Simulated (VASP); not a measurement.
GaP: single point with PBE

GaP:

```xyz
2
Lattice="0.0000 2.7252 2.7252 2.7252 0.0000 2.7252 2.7252 2.7252 0.0000" Properties=species:S:1:pos:R:3 pbc="T T T"
Ga    0.0000    0.0000    0.0000
P     4.0879    4.0879    4.0879
```

```yaml
Program: VASP 6.6.1
Task: single point
Functional: PBE
Potentials_or_basis: VASP PAW PBE potentials, release 64 (Ga_d, P)
Cutoff: 520 eV
k_mesh: 10 × 10 × 10
Occupations: fermi-dirac, width 0.05 eV
Spin: no spin polarisation
```

The pressure is 2.4 GPa. The band gap on the k mesh is 1.60 eV (least direct gap 1.83 eV).

Levels at points of the mesh, in eV from the valence-band top:
```
           k point  band 7  band 8  band 9  band 10  band 11  band 12
(0.00, 0.00, 0.00)    0.00    0.00    0.00     1.83     3.89     3.89
(0.50, 0.00, 0.00)   -6.63   -1.12   -1.12     1.67     4.72     4.72
(0.50, 0.50, 0.00)   -6.75   -2.68   -2.68     1.66     1.82    10.60
```

Run time: 38 s on 1 thread of AMD EPYC 7R43 64-Core Processor (Zen 3), with other jobs on the host, peak memory 0.15 GiB.

A k mesh can miss the band edges. Expect the measured gap to be larger: semilocal functionals such as PBE lack the derivative discontinuity.
